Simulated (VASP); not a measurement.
# Ag (P6_3/mmc) in VASP: notebook

The runs below take Ag through single point, with PBE.

Everything below comes from runs of VASP 6.6.1. Logs are shortened: lines on timing, memory, paths and dates and some standing lists are left out, and cuts for length are marked.

## (1) The cell of the first run

It takes space group P6_3/mmc (No. 194, hexagonal). The conventional cell has a = 2.945 Å, b = 2.945 Å, c = 4.817 Å, α = 90.00°, β = 90.00°, γ = 120.00°. Within 3.9 Å of Ag (site symmetry -6m2) lie 12 Ag at 2.95 Å.

This isn't the form of Ag at room conditions, which is fcc.

## (2) Single point, PBE

Input file INCAR:

```
PREC     = Accurate       # precision mode
ENCUT    = 520            # plane-wave cutoff, eV
EDIFF    = 1E-7           # SCF threshold, eV
ISMEAR   = 0              # smearing method
SIGMA    = 0.1            # smearing width, eV
LREAL    = False          # projectors in reciprocal space
LASPH    = True           # aspherical terms in the spheres
NELM     = 60             # most SCF steps
ALGO     = Fast           # electronic algorithm
ISIF     = 2              # what is computed and relaxed
LWAVE    = False          # write WAVECAR
LCHARG   = False          # write CHGCAR
GGA      = PE             # functional
NBANDS   = 18             # bands
```

Input file KPOINTS:

```
regular mesh
0
Gamma
  18 18 10
```

Input file POSCAR:

```
Ag
1.0
    2.9453702557      0.0000000000      0.0000000000
   -1.4726851278      2.5507654650      0.0000000000
    0.0000000000      0.0000000000      4.8171838992
Ag
2
Direct
    0.3333333333      0.6666666667      0.2500000000
    0.6666666667      0.3333333333      0.7500000000
```

Potentials or basis: VASP PAW PBE potentials, release 64 (Ag).

Run with:

```sh
cat potpaw_PBE.64/Ag/POTCAR > POTCAR
mpirun -np 1 vasp_std > vasp.out
```

OUTCAR:

```text
PREC = Accurate
   ENCUT = 520
   EDIFF = 1E-7
   ISMEAR = 0
   LREAL = False
   LASPH = True
   NELM = 60
   ISIF = 2
   GGA = PE

 ion  position               nearest neighbor table
   1  0.333  0.667  0.250-   2 2.95   2 2.95   2 2.95   2 2.95   2 2.95   2 2.95
   2  0.667  0.333  0.750-   1 2.95   1 2.95   1 2.95   1 2.95   1 2.95   1 2.95

  LATTYP: Found a hexagonal cell.
 ALAT       =     2.9453702557
 C/A-ratio  =     1.6355104727

  Lattice vectors:

 A1 = (   2.9453702557,   0.0000000000,   0.0000000000)
 A2 = (  -1.4726851278,   2.5507654650,   0.0000000000)
 A3 = (   0.0000000000,   0.0000000000,   4.8171838992)

Analysis of symmetry for initial positions (statically):
=====================================================================
 Subroutine PRICEL returns:
 Original cell was already a primitive cell.

 Routine SETGRP: Setting up the symmetry group for a
 hexagonal supercell.

 Subroutine GETGRP returns: Found 24 space group operations
 (whereof 12 operations were pure point group operations)
 out of a pool of 24 trial point group operations.

The static configuration has the point symmetry D_3d.
 The point group associated with its full space group is D_6h.

Analysis of symmetry for dynamics (positions and initial velocities):
=====================================================================
 Subroutine PRICEL returns:
 Original cell was already a primitive cell.

 Routine SETGRP: Setting up the symmetry group for a
 hexagonal supercell.

 Subroutine GETGRP returns: Found 24 space group operations
 (whereof 12 operations were pure point group operations)
 out of a pool of 24 trial point group operations.

The dynamic configuration has the point symmetry D_3d.
 The point group associated with its full space group is D_6h.

 Subroutine INISYM returns: Found 24 space group operations
 (whereof 12 operations are pure point group operations),
 and found     1 'primitive' translations

----------------------------------------------------------------------------------------

                                     Primitive cell

  volume of cell :      36.1913

  direct lattice vectors                    reciprocal lattice vectors
     2.945370256  0.000000000  0.000000000     0.339515889  0.196019590  0.000000000
    -1.472685128  2.550765465  0.000000000     0.000000000  0.392039180  0.000000000
     0.000000000  0.000000000  4.817183899     0.000000000  0.000000000  0.207590165

  length of vectors
     2.945370256  2.945370256  4.817183899     0.392039179  0.392039180  0.207590165

[... 81 lines left out ...]
   LREAL  =      F    real-space projection
   EDIFFG = 0.1E-05   stopping-criterion for IOM
   NSW    =      0    number of steps for IOM
   IBRION =     -1    ionic relax: 0-MD 1-quasi-New 2-CG
   NFREE  =      0    steps in history (QN), initial steepest desc. (CG)
   ISIF   =      2    stress and relaxation
   ISYM   =      2    0-nonsym 1-usesym 2-fastsym
   POTIM  = 0.5000    time-step for ionic-motion
   TEBEG  =    0.0;   TEEND  =   0.0 temperature during run
   PSTRESS=    0.0 pullay stress
   NELECT =      22.0000    total number of electrons
   NUPDOWN=      -1.0000    fix difference up-down
   EMIN   =  10.00;   EMAX   =-10.00  energy-range for DOS
   EFERMI =   0.00;   METHOD = LEGACY
   ISMEAR =     0;   SIGMA  =   0.10  broadening in eV -4-tet -1-fermi 0-gaus
   EFERMI_NEDOS =   21; number of points for ismear=-14 and -15
   IALGO  =     68    algorithm
   IMIX   =      4    mixing-type and parameters
     AMIX     =   0.40;   BMIX     =  1.00
     AMIX_MAG =   1.60;   BMIX_MAG =  1.00
  volume/ion in A,a.u.               =      18.10       122.12
  Fermi-wavevector in a.u.,A,eV,Ry     =   1.386802  2.620676 26.167000  1.923220
  Thomas-Fermi vector in A             =   2.511083
   LORBIT       =      0    0 simple, 1 ext, 2 COOP (PROOUT), +10 PAW based schemes
   GGA     = PE    functional components
   LHFCALC =     F    Hartree Fock is set to
   AEXX    =    0.0000 exact exchange contribution
   IVDW    =     0    specifies the selected vdW correction
   LEPSILON=     F    determine dielectric tensor
   LRPA    =     F    only Hartree local field effects (RPA)
 non-spin polarized calculation
 RMM-DIIS sequential band-by-band and
 Gauss-broadening in eV      SIGMA  =   0.10
  energy-cutoff  :      520.00
  volume of cell :       36.19
 maximum number of plane-waves:      1008
 NGX is ok and might be reduce to    24
   NGX = 11   NGY = 11   NGZ = 17

 number of electron      22.0000000 magnetization

 Free energy of the ion-electron system (eV)
  ---------------------------------------------------
  ext. energy  EPLUGINS =         0.00000000
  ---------------------------------------------------
  free energy    TOTEN  =        -5.42604372 eV

  energy without entropy =       -5.42204978  energy(sigma->0) =       -5.42404675

 E-fermi :   7.6204     XC(G=0): -11.8566

 val. band max:        7.6187557738   @ k =   0.0556  -0.0000   0.0000
 cond. band min:       7.6289365229   @ k =   0.3889   0.1111   0.3000
 fundamental gap:      0.0101807490
 Fermi energy:         7.6204359281

 k-point     1 :       0.0000    0.0000    0.0000
  band No.  band energies     occupation
      1       0.2897      2.00000
      2       1.5908      2.00000
      3       3.0219      2.00000
      4       3.1151      2.00000
      5       3.1151      2.00000
      6       3.3272      2.00000
[... 481 lines left out ...]
      5       3.3294      2.00000
      6       3.5017      2.00000
[... 10 lines left out ...]
     17      18.2813      0.00000
     18      22.4296      0.00000

 [... further k-points ...]

------------------------ aborting loop because EDIFF is reached ----------------------------------------

  FORCE on cell =-STRESS in cart. coord.  units (eV):
  Direction    XX          YY          ZZ          XY          YZ          ZX
  --------------------------------------------------------------------------------------
  -------------------------------------------------------------------------------------
  Total       -0.2321445     -0.2321445     -0.2309072     -0.0000000      0.0000000     -0.0000000
  in kB      -10.2769739    -10.2769739    -10.2222007     -0.0000000      0.0000000     -0.0000000
  external PRESSURE =     -10.2587162 kB  Pullay stress =       0.0000000 kB

 VOLUME and BASIS-vectors are now :
 -----------------------------------------------------------------------------
  energy-cutoff  :      520.00
  volume of cell :       36.19
      direct lattice vectors                 reciprocal lattice vectors
     2.945370256  0.000000000  0.000000000     0.339515889  0.196019590  0.000000000
    -1.472685128  2.550765465  0.000000000     0.000000000  0.392039180  0.000000000
     0.000000000  0.000000000  4.817183899     0.000000000  0.000000000  0.207590165

 POSITION                                       TOTAL-FORCE (eV/Angst)
 -----------------------------------------------------------------------------------
     -0.00000      1.70051      1.20430         0.000000      0.000000      0.000000
      1.47269      0.85026      3.61289        -0.000000     -0.000000      0.000000
 -----------------------------------------------------------------------------------
    total drift:                                0.000000     -0.000000      0.000000

  FREE ENERGIE OF THE ION-ELECTRON SYSTEM (eV)
  ---------------------------------------------------
  free  energy   TOTEN  =        -5.4260437212 eV

  energy  without entropy=       -5.4220497762  energy(sigma->0) =       -5.42404675
```

It took 56 s on 1 thread of AMD EPYC 9R45 (Zen 5), shared host; peak memory 0.21 GiB.

What came out:

| Quantity | Value |
| --- | --- |
| Free energy | -5.4260 eV |
| Pressure | -1.0 GPa |
| Band gap on the k mesh | zero (bands 11 and 12 overlap by 7.31 eV) |

Levels at points of the mesh, in eV from the Fermi level:
```tsv
k point	band 9	band 10	band 11	band 12	band 13	band 14
(0.00, 0.00, 0.00)	-3.97	-3.06	-3.06	-0.24	3.27	15.50
(0.50, 0.00, 0.00)	-2.90	-2.82	0.14	1.43	6.63	6.91
(0.00, 0.00, 0.50)	-3.35	-3.35	-3.35	-3.35	10.68	10.68
(0.50, 0.00, 0.50)	-2.87	-2.87	0.85	0.85	4.27	4.27
```

## (3) Single point, PBE

This run uses another cell than the first one, of 12.48 Å³/atom.

INCAR: that of step 2 with these lines changed.

```diff
@@ -2,3 +2,3 @@
 ENCUT    = 520            # plane-wave cutoff, eV
-EDIFF    = 1E-7           # SCF threshold, eV
+EDIFF    = 1E-6           # SCF threshold, eV
 ISMEAR   = 0              # smearing method
@@ -8,3 +8,3 @@
 NELM     = 60             # most SCF steps
-ALGO     = Fast           # electronic algorithm
+ALGO     = Normal         # electronic algorithm
 ISIF     = 2              # what is computed and relaxed
```

KPOINTS is that of step 2.

Input file POSCAR:

```
Ag
1.0
    2.6027441632      0.0000000000      0.0000000000
   -1.3013720816      2.2540425648      0.0000000000
    0.0000000000      0.0000000000      4.2560916926
Ag
2
Direct
    0.3333333333      0.6666666667      0.2500000000
    0.6666666667      0.3333333333      0.7500000000
```

Potentials or basis: VASP PAW PBE potentials, release 64 (Ag).

Run with:

```sh
cat potpaw_PBE.64/Ag/POTCAR > POTCAR
mpirun -np 1 vasp_std > vasp.out
```

Wall time 26 s (1 thread of AMD EPYC 9R45 (Zen 5), shared host); peak memory 0.17 GiB.

Results (log left out):

```yaml
Free_energy: -3.3914 eV
Pressure: 89.2 GPa
Band_gap_on_the_k_mesh: zero (bands 11 and 12 overlap by 9.13 eV)
```

Levels at points of the mesh, in eV from the Fermi level:
```
           k point  band 8  band 9  band 10  band 11  band 12  band 13  band 14  band 15
(0.00, 0.00, 0.00)   -5.19   -5.19    -3.47    -3.47    -1.41     5.64    16.05    18.31
(0.50, 0.00, 0.00)   -3.21   -3.11    -2.96     0.13     2.44     8.53     8.71    12.23
(0.00, 0.00, 0.50)   -6.12   -3.99    -3.99    -3.99    -3.99    13.51    13.51    16.81
(0.50, 0.00, 0.50)   -3.65   -3.06    -3.06     0.37     0.37     6.74     6.74    15.78
```

Caveat: the cell stands under pressure.

## (4) Single point, PBE

This run uses another cell than the first one, of 13.76 Å³/atom.

Input file INCAR:

```
PREC     = Accurate       # precision mode
ENCUT    = 520            # plane-wave cutoff, eV
EDIFF    = 1E-7           # SCF threshold, eV
ISMEAR   = 0              # smearing method
SIGMA    = 0.1            # smearing width, eV
LREAL    = False          # projectors in reciprocal space
LASPH    = True           # aspherical terms in the spheres
NELM     = 100            # most SCF steps
ALGO     = Normal         # electronic algorithm
ISIF     = 2              # what is computed and relaxed
LWAVE    = False          # write WAVECAR
LCHARG   = True           # write CHGCAR
GGA      = PE             # functional
LELF     = True           # ELF
LVHAR    = True         
NBANDS   = 18             # bands
```

KPOINTS is that of step 3.

Input file POSCAR:

```
Ag
1.0
    2.6891115363      0.0000000000      0.0000000000
   -1.3445557682      2.3288389041      0.0000000000
    0.0000000000      0.0000000000      4.3950988146
Ag
2
Direct
    0.3333333333      0.6666666667      0.2500000000
    0.6666666667      0.3333333333      0.7500000000
```

Run with:

```sh
cat potpaw_PBE.64/Ag/POTCAR > POTCAR
mpirun -np 1 vasp_std > vasp.out
```

Wall time 41 s (1 thread of AMD EPYC 9R45 (Zen 5), shared host); peak memory 0.18 GiB.

It converged, with:

```yaml
Free_energy: -4.4715 eV
Pressure: 49.4 GPa
Band_gap_on_the_k_mesh: zero (bands 11 and 12 overlap by 8.54 eV)
```

Levels at points of the mesh, in eV from the Fermi level:
```tsv
k point	band 7	band 8	band 9	band 10	band 11	band 12	band 13	band 14	band 15	band 16
(0.00, 0.00, 0.00)	-5.28	-4.77	-4.77	-3.31	-3.31	-1.05	4.94	16.05	18.22	18.73
(0.50, 0.00, 0.00)	-4.53	-3.10	-3.02	-2.89	0.11	2.15	8.00	8.19	11.50	11.77
(0.00, 0.00, 0.50)	-5.53	-5.53	-3.75	-3.75	-3.75	-3.75	12.82	12.82	16.61	16.61
(0.50, 0.00, 0.50)	-3.43	-3.43	-2.97	-2.97	0.51	0.51	6.01	6.01	15.35	15.35
```

Caveat: the cell stands under pressure.

## (5) The runs side by side

```csv
cell,gap on the mesh (eV),pressure (GPa)
"a = 2.945, b = 2.945, c = 4.817 Å, angles 90.0, 90.0, 120.0°, 2 atoms",none,-1.0
"a = 2.603, b = 2.603, c = 4.256 Å, angles 90.0, 90.0, 120.0°, 2 atoms",none,89.2
"a = 2.689, b = 2.689, c = 4.395 Å, angles 90.0, 90.0, 120.0°, 2 atoms",none,49.4
```

Alike in all rows: task single point; level PBE; potentials or basis VASP PAW PBE potentials, release 64 (Ag); no spin polarisation; k mesh 18 × 18 × 10; cutoff (eV) 520; smearing gaussian 0.1 eV.

Caveats: the cell stands under pressure (at least some runs).

Absolute energies hang on the potentials; compare differences alone.

The gap in the log of VASP goes by the Fermi energy; the results here count the filled bands.